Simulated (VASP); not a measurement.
# Re (Fm-3m) in VASP: density of states with revPBE+D3(BJ)

Aim: the density of states of Re with revPBE+D3(BJ).

All numbers are computed with VASP 6.6.1; they aren't measurements. Logs are shortened: lines on timing, memory, paths and dates and some standing lists are left out, and cuts for length are marked.

## (1) The cell of the first run

It takes space group Fm-3m (No. 225, cubic). The conventional cell has a = 3.950 Å, b = 3.950 Å, c = 3.950 Å, α = 90.00°, β = 90.00°, γ = 90.00°. Re (site symmetry m-3m) has 12 Re at 2.79 Å within 3.7 Å.

## (2) Density of states, revPBE+D3(BJ), collinear spin, ferromagnetic start

Contents of POSCAR:

```
Re
1.0
    2.7930717857      0.0000000000      0.0000000000
    1.3965358929      2.4188711210      0.0000000000
    1.3965358929      0.8062903737      2.2805335633
Re
1
Direct
    0.0000000000      0.0000000000      0.0000000000
```

Contents of INCAR.step1:

```
ALGO = Fast
EDIFF = 1E-6
ENCUT = 520
GGA = RE
ISIF = 2
ISMEAR = 1
ISPIN = 2
IVDW = 12
LASPH = T
LCHARG = T
LMAXMIX = 4
LREAL = F
LWAVE = F
MAGMOM = 0.75
NBANDS = 14
NELM = 150
PREC = Accurate
SIGMA = 0.05
```

Contents of KPOINTS.step1:

```
k-points
0
Gamma
  12 12 12
```

Contents of INCAR.step2:

```
ALGO = Fast
EDIFF = 1E-6
ENCUT = 520
GGA = RE
ICHARG = 11
ISIF = 2
ISMEAR = -5
ISPIN = 2
IVDW = 12
LASPH = T
LCHARG = F
LMAXMIX = 4
LORBIT = 11
LREAL = F
LWAVE = F
MAGMOM = 0.75
NEDOS = 2001
NELM = 150
PREC = Accurate
SIGMA = 0.05
```

Contents of KPOINTS.step2:

```
k-points
0
Gamma
  18 18 18
```

Potentials or basis: VASP PAW PBE potentials, release 64 (Re).

Run with:

```
cat potpaw_PBE.64/Re/POTCAR > POTCAR
cp INCAR.step1 INCAR
cp KPOINTS.step1 KPOINTS
mpirun -np 1 vasp_std > vasp.out
cp INCAR.step2 INCAR
cp KPOINTS.step2 KPOINTS
mpirun -np 1 vasp_std > vasp.out
```

OUTCAR:

```text
EDIFF = 1E-6
   ENCUT = 520
   GGA = RE
   ICHARG = 11
   ISIF = 2
   ISMEAR = -5
   ISPIN = 2
   IVDW = 12
   LASPH = T
   LORBIT = 11
   LREAL = F
   NELM = 150
   PREC = Accurate
 IVDW          = 12

 ion  position               nearest neighbor table
   1  0.000  0.000  0.000-

  LATTYP: Found a face centered cubic cell.
 ALAT       =     3.9500000000

  Lattice vectors:

 A1 = (   2.7930717857,   0.0000000000,   0.0000000000)
 A2 = (   1.3965358929,   2.4188711210,   0.0000000000)
 A3 = (   1.3965358929,   0.8062903737,   2.2805335633)

Analysis of symmetry for initial positions (statically):
=====================================================================
 Subroutine PRICEL returns:
 Original cell was already a primitive cell.

 Routine SETGRP: Setting up the symmetry group for a
 face centered cubic supercell.

 Subroutine GETGRP returns: Found 48 space group operations
 (whereof 48 operations were pure point group operations)
 out of a pool of 48 trial point group operations.

The static configuration has the point symmetry O_h .

Analysis of symmetry for dynamics (positions and initial velocities):
=====================================================================
 Subroutine PRICEL returns:
 Original cell was already a primitive cell.

 Routine SETGRP: Setting up the symmetry group for a
 face centered cubic supercell.

 Subroutine GETGRP returns: Found 48 space group operations
 (whereof 48 operations were pure point group operations)
 out of a pool of 48 trial point group operations.

The dynamic configuration has the point symmetry O_h .

Analysis of structural, dynamic, and magnetic symmetry:
=====================================================================
 Subroutine PRICEL returns:
 Original cell was already a primitive cell.

 Routine SETGRP: Setting up the symmetry group for a
 face centered cubic supercell.

 Subroutine GETGRP returns: Found 48 space group operations
 (whereof 48 operations were pure point group operations)
 out of a pool of 48 trial point group operations.

The overall configuration has the point symmetry O_h .

 Subroutine INISYM returns: Found 48 space group operations
 (whereof 48 operations are pure point group operations),
 and found     1 'primitive' translations

----------------------------------------------------------------------------------------

                                     Primitive cell

  volume of cell :      15.4075

  direct lattice vectors                    reciprocal lattice vectors
     2.793071786  0.000000000  0.000000000     0.358028750 -0.206707995 -0.146164625
     1.396535893  2.418871121  0.000000000     0.000000000  0.413415990 -0.146164625
     1.396535893  0.806290374  2.280533563     0.000000000  0.000000000  0.438493875

  length of vectors
     2.793071786  2.793071786  2.793071786     0.438493875  0.438493875  0.438493875

  position of ions in fractional coordinates (direct lattice)
     0.000000000  0.000000000  0.000000000

  ion indices of the primitive-cell ions
   primitive index   ion index
                 1           1

----------------------------------------------------------------------------------------

 KPOINTS: k-points

Automatic generation of k-mesh.
 Grid dimensions read from file:
 generate k-points for:   18   18   18

 Generating k-lattice:

  Cartesian coordinates                     Fractional coordinates (reciprocal lattice)
     0.019890486 -0.011483778 -0.008120257     0.055555556 -0.000000000 -0.000000000
     0.000000000  0.022967555 -0.008120257     0.000000000  0.055555556  0.000000000
     0.000000000  0.000000000  0.024360771     0.000000000  0.000000000  0.055555556

  Length of vectors
     0.024360771  0.024360771  0.024360771

  Shift w.r.t. Gamma in fractional coordinates (k-lattice)
     0.000000000  0.000000000  0.000000000

 TETIRR: Found    806 inequivalent tetrahedra from    34992

 Subroutine IBZKPT returns following result:
 ===========================================

 Found    195 irreducible k-points:

 Following reciprocal coordinates:
            Coordinates               Weight
  0.000000  0.000000  0.000000      1.000000
  0.055556  0.000000  0.000000      8.000000
  0.111111  0.000000  0.000000      8.000000
  0.166667  0.000000 -0.000000      8.000000
  0.222222  0.000000  0.000000      8.000000
  0.277778  0.000000  0.000000      8.000000
[... 16 lines left out ...]
 -0.277778  0.055556  0.000000     24.000000
 -0.222222  0.055556  0.000000     24.000000
 [... further k-points ...]
   k-points           NKPTS =    195   k-points in BZ     NKDIM =    195   number of bands    NBANDS=      7
   number of dos      NEDOS =   2001   number of ions     NIONS =      1
   total plane-waves  NPLWV =  13824
   dimension x,y,z NGX =    24 NGY =   24 NGZ =   24
   dimension x,y,z NGXF=    48 NGYF=   48 NGZF=   48
   ions per type =               1
   NGX,Y,Z   is equivalent  to a cutoff of  14.28, 14.28, 14.28 a.u.
   NGXF,Y,Z  is equivalent  to a cutoff of  28.57, 28.57, 28.57 a.u.
 SYSTEM =  unknown system
   PREC   = accura    normal or accurate (medium, high low for compatibility)
   ISTART =      0    job   : 0-new  1-cont  2-samecut
   ICHARG =     11    charge: 1-file 2-atom 10-const
   ISPIN  =      2    spin polarized calculation?
   LNONCOLLINEAR =      F non collinear calculations
   LSORBIT =      F    spin-orbit coupling
   LASPH  =      T    aspherical Exc in radial PAW
   ENCUT  =  520.0 eV  38.22 Ry    6.18 a.u.   5.19  5.19  5.19*2*pi/ulx,y,z
   NELM   =    150;   NELMIN=  2; NELMDL=  0     # of ELM steps
   EDIFF  = 0.1E-05   stopping-criterion for ELM
   LREAL  =      F    real-space projection
   EDIFFG = 0.1E-04   stopping-criterion for IOM
   NSW    =      0    number of steps for IOM
   IBRION =     -1    ionic relax: 0-MD 1-quasi-New 2-CG
   NFREE  =      0    steps in history (QN), initial steepest desc. (CG)
   ISIF   =      2    stress and relaxation
   ISYM   =      2    0-nonsym 1-usesym 2-fastsym
   POTIM  = 0.5000    time-step for ionic-motion
   TEBEG  =    0.0;   TEEND  =   0.0 temperature during run
   PSTRESS=    0.0 pullay stress
   NELECT =       7.0000    total number of electrons
   NUPDOWN=      -1.0000    fix difference up-down
   EMIN   =  10.00;   EMAX   =-10.00  energy-range for DOS
   EFERMI =   0.00;   METHOD = LEGACY
   ISMEAR =    -5;   SIGMA  =   0.05  broadening in eV -4-tet -1-fermi 0-gaus
   EFERMI_NEDOS =   21; number of points for ismear=-14 and -15
   IALGO  =     68    algorithm
   IMIX   =      4    mixing-type and parameters
     AMIX     =   0.40;   BMIX     =  1.00
     AMIX_MAG =   1.60;   BMIX_MAG =  1.00
  volume/ion in A,a.u.               =      15.41       103.97
  Fermi-wavevector in a.u.,A,eV,Ry     =   1.258531  2.378278 21.550255  1.583899
  Thomas-Fermi vector in A             =   2.392135
   LORBIT       =     11    0 simple, 1 ext, 2 COOP (PROOUT), +10 PAW based schemes
   GGA     = RE    functional components
   LHFCALC =     F    Hartree Fock is set to
   AEXX    =    0.0000 exact exchange contribution
   IVDW    =    12    specifies the selected vdW correction
   LEPSILON=     F    determine dielectric tensor
   LRPA    =     F    only Hartree local field effects (RPA)
 spin polarized calculation
 RMM-DIIS sequential band-by-band and
 Fermi weights with tetrahedron method with Bloechl corrections
  energy-cutoff  :      520.00
  volume of cell :       15.41
 maximum number of plane-waves:       432
 NGX is ok and might be reduce to    24

 number of electron       7.0000000 magnetization       0.0000319

 Free energy of the ion-electron system (eV)
  ---------------------------------------------------
  ext. energy  EPLUGINS =         0.00000000
  ---------------------------------------------------
  free energy    TOTEN  =       -11.87182164 eV

  energy without entropy =      -11.87182164  energy(sigma->0) =      -11.87182164

 E-fermi :   7.6582     XC(G=0): -13.4593

 val. band max:        7.7829372525   @ k =   0.5000   0.0000   0.0000
 cond. band min:       7.5896866623   @ k =   0.2222   0.1667   0.0556
 fundamental gap:     -0.1932505903
 Fermi energy:         7.6581962717

 spin component 1

 k-point     1 :       0.0000    0.0000    0.0000
  band No.  band energies     occupation
      1      -2.1572      1.00000
      2       5.8479      1.00000
      3       5.8479      1.00000
      4       5.8479      1.00000
      5       8.8204      0.00000
      6       8.8204      0.00000
      7      21.4801      0.00000

 k-point     2 :       0.0556    0.0000    0.0000
  band No.  band energies     occupation
      1      -2.0206      1.00000
      2       5.7554      1.00000
      3       5.9118      1.00000
      4       5.9118      1.00000
      5       8.7699      0.00000
      6       8.7699      0.00000
      7      21.7442      0.00000

 k-point     3 :       0.1111    0.0000    0.0000
  band No.  band energies     occupation
      1      -1.6250      1.00000
      2       5.5159      1.00000
      3       6.0787      1.00000
      4       6.0787      1.00000
      5       8.6575      0.00000
      6       8.6575      0.00000
      7      22.4627      0.00000
[... 191 lines left out ...]
 k-point    23 :      -0.2778    0.0556    0.0000
  band No.  band energies     occupation
      1       0.6921      1.00000
      2       5.1259      1.00000
      3       6.0989      1.00000
      4       6.2465      1.00000
      5       8.9765      0.00000
      6       9.9962      0.00000
      7      20.5673      0.00000

 k-point    24 :      -0.2222    0.0556    0.0000
  band No.  band energies     occupation
      1       0.0646      1.00000
      2       4.9243      1.00000
      3       6.2828      1.00000
      4       6.4111      1.00000
      5       8.4297      0.00000
      6       9.4030      0.00000
      7      21.7249      0.00000

 [... further k-points ...]

 spin component 2

 k-point     1 :       0.0000    0.0000    0.0000
  band No.  band energies     occupation
      1      -2.1571      1.00000
      2       5.8479      1.00000
      3       5.8479      1.00000
      4       5.8479      1.00000
      5       8.8205      0.00000
      6       8.8205      0.00000
      7      21.4801      0.00000

 k-point     2 :       0.0556    0.0000    0.0000
  band No.  band energies     occupation
      1      -2.0206      1.00000
      2       5.7553      1.00000
      3       5.9118      1.00000
      4       5.9118      1.00000
      5       8.7699      0.00000
      6       8.7699      0.00000
      7      21.7443      0.00000

 k-point     3 :       0.1111    0.0000    0.0000
  band No.  band energies     occupation
      1      -1.6249      1.00000
      2       5.5159      1.00000
      3       6.0787      1.00000
      4       6.0787      1.00000
      5       8.6575      0.00000
      6       8.6575      0.00000
      7      22.4628      0.00000
[... 191 lines left out ...]
 k-point    23 :      -0.2778    0.0556    0.0000
  band No.  band energies     occupation
      1       0.6921      1.00000
      2       5.1259      1.00000
      3       6.0989      1.00000
      4       6.2465      1.00000
      5       8.9765      0.00000
      6       9.9962      0.00000
      7      20.5673      0.00000

 k-point    24 :      -0.2222    0.0556    0.0000
  band No.  band energies     occupation
      1       0.0646      1.00000
      2       4.9243      1.00000
      3       6.2827      1.00000
      4       6.4111      1.00000
      5       8.4297      0.00000
      6       9.4030      0.00000
      7      21.7249      0.00000

 [... further k-points ...]

------------------------ aborting loop because EDIFF is reached ----------------------------------------

 Edisp (eV)   -1.13411

 E8    (eV) :    -0.8434

  FORCE on cell =-STRESS in cart. coord.  units (eV):
  Direction    XX          YY          ZZ          XY          YZ          ZX
  --------------------------------------------------------------------------------------
  -------------------------------------------------------------------------------------
  Total      -1.83557    -1.83557    -1.83557    -0.00000    -0.00000    -0.00000
  in kB    -190.87578  -190.87578  -190.87578    -0.00000    -0.00000    -0.00000
  external pressure =     -190.88 kB  Pullay stress =        0.00 kB

 VOLUME and BASIS-vectors are now :
 -----------------------------------------------------------------------------
  energy-cutoff  :      520.00
  volume of cell :       15.41
      direct lattice vectors                 reciprocal lattice vectors
     2.793071786  0.000000000  0.000000000     0.358028750 -0.206707995 -0.146164625
     1.396535893  2.418871121  0.000000000     0.000000000  0.413415990 -0.146164625
     1.396535893  0.806290374  2.280533563     0.000000000  0.000000000  0.438493875

 POSITION                                       TOTAL-FORCE (eV/Angst)
 -----------------------------------------------------------------------------------
      0.00000      0.00000      0.00000         0.000000      0.000000      0.000000
 -----------------------------------------------------------------------------------
    total drift:                                0.000000     -0.000000     -0.000000

  FREE ENERGIE OF THE ION-ELECTRON SYSTEM (eV)
  ---------------------------------------------------
  free  energy   TOTEN  =       -13.0059322260 eV

  energy  without entropy=      -13.0059322260  energy(sigma->0) =      -13.00593223

 total charge

# of ion       s       p       d       tot
------------------------------------------
    1        0.603   0.642   4.720   5.965

 magnetization (x)

# of ion       s       p       d       tot
------------------------------------------
    1        0.000   0.000   0.000   0.000
```

Run time: 23 s. Hardware: 1 thread of Intel Xeon 6975P-C (Granite Rapids), shared host; peak memory 0.18 GiB.

What came out:

- Net moment: 0.00 μB per cell
- Valence electrons inside the program's atomic spheres: Re 5.96
- Dispersion energy per atom: -1.134 eV

Levels at points of the mesh, in eV from the Fermi level:
Spin up:
```tsv
k point	band 1	band 2	band 3	band 4	band 5	band 6	band 7
(0.00, 0.00, 0.00)	-9.82	-1.81	-1.81	-1.81	1.16	1.16	13.82
(0.50, 0.00, 0.00)	-6.56	-2.00	-2.00	0.12	3.53	3.53	9.31
(0.50, 0.50, 0.00)	-6.44	-5.61	2.59	3.48	4.22	4.22	11.90
```
Spin down:
```tsv
k point	band 1	band 2	band 3	band 4	band 5	band 6	band 7
(0.00, 0.00, 0.00)	-9.82	-1.81	-1.81	-1.81	1.16	1.16	13.82
(0.50, 0.00, 0.00)	-6.56	-2.00	-2.00	0.12	3.53	3.53	9.31
(0.50, 0.50, 0.00)	-6.44	-5.61	2.59	3.48	4.22	4.22	11.89
```

Caveat: the PAW data sets were made with another functional, which shifts forces and pressure a little; spin-orbit coupling is left out, which moves the levels of the heavy elements; pairwise dispersion overbinds metals, which lowers pressure and volume; tetrahedron occupations give inexact forces and stress in metals.
